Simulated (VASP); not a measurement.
# Se (P6_3/mmc) in VASP: further runs, part 2 of 2

VASP 6.6.1. The steps go on from the part before.

## (4) Single point, PBE

This run uses another cell than the first one, of 22.40 Å³/atom.

Contents of INCAR:

```
PREC = Accurate
ENCUT = 520
EDIFF = 1E-6
ISMEAR = -1
SIGMA = 0.03
LREAL = F
LASPH = T
NELM = 60
ALGO = Normal
ISIF = 2
LWAVE = F
LCHARG = T
GGA = PE
LELF = T
LVHAR = T
NBANDS = 13
```

Contents of KPOINTS:

```
Automatic mesh
0
Gamma
  19 19 10
```

Contents of POSCAR:

```
Se
1.0
    3.6837962081      0.0000000000      0.0000000000
   -1.8418981040      3.1902610986      0.0000000000
    0.0000000000      0.0000000000      3.8128102661
Se
2
Direct
    0.3333333333      0.6666666667      0.2500000000
    0.6666666667      0.3333333333      0.7500000000
```

Potentials or basis: VASP PAW PBE potentials, release 64 (Se).

Launch:

```console
cat potpaw_PBE.64/Se/POTCAR > POTCAR
mpirun -np 1 vasp_std > vasp.out
```

OUTCAR:

```text
PREC = Accurate
   ENCUT = 520
   EDIFF = 1E-6
   ISMEAR = -1
   LREAL = F
   LASPH = T
   NELM = 60
   ISIF = 2
   GGA = PE

 ion  position               nearest neighbor table
   1  0.333  0.667  0.250-
   2  0.667  0.333  0.750-

  LATTYP: Found a hexagonal cell.
 ALAT       =     3.6837962081
 C/A-ratio  =     1.0350220400

  Lattice vectors:

 A1 = (   3.6837962081,   0.0000000000,   0.0000000000)
 A2 = (  -1.8418981040,   3.1902610986,   0.0000000000)
 A3 = (   0.0000000000,   0.0000000000,   3.8128102661)

Analysis of symmetry for initial positions (statically):
=====================================================================
 Subroutine PRICEL returns:
 Original cell was already a primitive cell.

 Routine SETGRP: Setting up the symmetry group for a
 hexagonal supercell.

 Subroutine GETGRP returns: Found 24 space group operations
 (whereof 12 operations were pure point group operations)
 out of a pool of 24 trial point group operations.

The static configuration has the point symmetry D_3d.
 The point group associated with its full space group is D_6h.
[... 173 lines left out ...]
      3      -0.0132      2.00000
      4       2.2937      2.00000
      5       2.2937      2.00000
      6       5.4305      0.00000
      7       5.4305      0.00000
      8       7.9595      0.00000
      9       8.8568      0.00000
     10      11.7850      0.00000
     11      14.6525      0.00000
     12      14.6525      0.00000
     13      16.3602      0.00000
[... 354 lines left out ...]
  band No.  band energies     occupation
      1      -9.8852      2.00000
      2      -7.2168      2.00000
      3       0.0543      2.00000
      4       1.4943      2.00000
      5       1.5058      2.00000
      6       4.1611      2.00000
      7       4.8113      0.01622
      8       6.5751      0.00000
      9       9.7558      0.00000
     10      13.3713      0.00000
     11      13.4242      0.00000
     12      16.3456      0.00000
     13      16.5020      0.00000

 [... further k-points ...]

------------------------ aborting loop because EDIFF is reached ----------------------------------------

  FORCE on cell =-STRESS in cart. coord.  units (eV):
  Direction    XX          YY          ZZ          XY          YZ          ZX
  --------------------------------------------------------------------------------------
  -------------------------------------------------------------------------------------
  Total        0.0076917      0.0076917      0.0088951      0.0000000     -0.0000000      0.0000000
  in kB        0.2750214      0.2750214      0.3180501      0.0000000     -0.0000000      0.0000000
  external PRESSURE =       0.2893643 kB  Pullay stress =       0.0000000 kB

 VOLUME and BASIS-vectors are now :
 -----------------------------------------------------------------------------
  energy-cutoff  :      520.00
  volume of cell :       44.81
      direct lattice vectors                 reciprocal lattice vectors
     3.683796208  0.000000000  0.000000000     0.271459099  0.156726984  0.000000000
    -1.841898104  3.190261099  0.000000000     0.000000000  0.313453968  0.000000000
     0.000000000  0.000000000  3.812810266     0.000000000  0.000000000  0.262273738

 POSITION                                       TOTAL-FORCE (eV/Angst)
 -----------------------------------------------------------------------------------
     -0.00000      2.12684      0.95320         0.000000      0.000000      0.000000
      1.84190      1.06342      2.85961        -0.000000     -0.000000      0.000000
 -----------------------------------------------------------------------------------
    total drift:                               -0.000000      0.000000      0.000000

  FREE ENERGIE OF THE ION-ELECTRON SYSTEM (eV)
  ---------------------------------------------------
  free  energy   TOTEN  =        -6.2856673604 eV

  energy  without entropy=       -6.2832695336  energy(sigma->0) =       -6.28446845
```

OSZICAR:

```text
N       E                     dE             d eps       ncg     rms          rms(c)
DAV:   1     0.492902296550E+02    0.49290E+02   -0.51862E+03  6248   0.787E+02
DAV:   2    -0.364157903879E+01   -0.52932E+02   -0.50575E+02  8478   0.133E+02
DAV:   3    -0.626691438037E+01   -0.26253E+01   -0.26074E+01  8000   0.319E+01
DAV:   4    -0.628120918554E+01   -0.14295E-01   -0.14293E-01  7123   0.277E+00
DAV:   5    -0.628126826421E+01   -0.59079E-04   -0.59076E-04  8115   0.181E-01    0.479E+00
DAV:   6    -0.628344846559E+01   -0.21802E-02   -0.24636E-03  7210   0.334E-01    0.285E+00
DAV:   7    -0.628562916423E+01   -0.21807E-02   -0.49253E-03  7505   0.483E-01    0.714E-02
DAV:   8    -0.628566140553E+01   -0.32241E-04   -0.18117E-04  7595   0.821E-02    0.123E-02
DAV:   9    -0.628566668154E+01   -0.52760E-05   -0.66880E-06  7930   0.162E-02    0.589E-03
DAV:  10    -0.628566736044E+01   -0.67891E-06   -0.17431E-06  6877   0.817E-03
   1 F= -.62856674E+01 E0= -.62844684E+01  d E =-.239783E-02
```

It took 33 s on 1 thread of Intel Xeon 6975P-C (Granite Rapids), shared host; peak memory 0.23 GiB.

Results:

| Property | Result |
| --- | --- |
| Free energy | -6.2857 eV |
| Pressure | 0.0 GPa |
| Band gap on the k mesh | zero (bands 6 and 7 overlap by 2.10 eV) |

Levels at points of the mesh, in eV from the Fermi level:
| k point | band 2 | band 3 | band 4 | band 5 | band 6 | band 7 | band 8 | band 9 | band 10 | band 11 |
| --- | --- | --- | --- | --- | --- | --- | --- | --- | --- | --- |
| (0.00, 0.00, 0.00) | -10.21 | -4.68 | -2.37 | -2.37 | 0.76 | 0.76 | 3.29 | 4.19 | 7.12 | 9.99 |
| (0.00, 0.00, 0.50) | -13.86 | -1.15 | -1.15 | -0.70 | -0.70 | -0.70 | -0.70 | 8.07 | 8.07 | 8.07 |

## (5) Single point, PBE (23.08 Å³/atom)

This run uses another cell than the first one, of 23.08 Å³/atom.

Contents of INCAR:

```
PREC = Accurate
ENCUT = 520
EDIFF = 1E-7
ISMEAR = -1
SIGMA = 0.03
LREAL = False
LASPH = True
NELM = 80
ALGO = Normal
ISIF = 2
LWAVE = False
LCHARG = False
GGA = PE
NBANDS = 13
```

Contents of KPOINTS:

```
regular mesh
0
Gamma
  19 19 10
```

Contents of POSCAR:

```
Se
1.0
    3.7202718101      0.0000000000      0.0000000000
   -1.8601359050      3.2218498965      0.0000000000
    0.0000000000      0.0000000000      3.8505633181
Se
2
Direct
    0.3333333333      0.6666666667      0.2500000000
    0.6666666667      0.3333333333      0.7500000000
```

Launch:

```console
cat potpaw_PBE.64/Se/POTCAR > POTCAR
mpirun -np 1 vasp_std > vasp.out
```

Run time: 37 s. Hardware: 1 thread of Intel Xeon 6975P-C (Granite Rapids), shared host; peak memory 0.24 GiB.

The run converged. Its results:

```
Free energy            : -6.2780 eV
Pressure               : -1.8 GPa
Band gap on the k mesh : zero (bands 6 and 7 overlap by 2.08 eV)
```

Stress tensor (GPa, compression positive):
```
-1.48  0.00  0.00
 0.00 -1.48  0.00
 0.00  0.00 -2.49
```

Levels at points of the mesh, in eV from the Fermi level:
```tsv
k point	band 2	band 3	band 4	band 5	band 6	band 7	band 8	band 9	band 10	band 11
(0.00, 0.00, 0.00)	-10.27	-4.52	-2.29	-2.29	0.75	0.75	3.15	4.32	7.06	9.94
(0.00, 0.00, 0.50)	-13.69	-1.19	-1.19	-0.68	-0.68	-0.68	-0.68	8.11	8.11	8.11
```

## (6) Overview

```csv
cell,gap on the mesh (eV),pressure (GPa)
"a = 3.609, b = 3.609, c = 3.736 Å, angles 90.0, 90.0, 120.0°, 2 atoms",none,4.7
"a = 3.647, b = 3.647, c = 3.774 Å, angles 90.0, 90.0, 120.0°, 2 atoms",none,2.2
"a = 3.684, b = 3.684, c = 3.813 Å, angles 90.0, 90.0, 120.0°, 2 atoms",none,0.0
"a = 3.720, b = 3.720, c = 3.851 Å, angles 90.0, 90.0, 120.0°, 2 atoms",none,-1.8
```

Alike in all rows: task single point; level PBE; potentials or basis VASP PAW PBE potentials, release 64 (Se); no spin polarisation; k mesh 19 × 19 × 10; cutoff (eV) 520; smearing fermi-dirac 0.03 eV.

Caveats: the cell stands under pressure (at least some runs).

Total energies depend on the potentials used, so only differences within one code and one set of settings carry meaning.
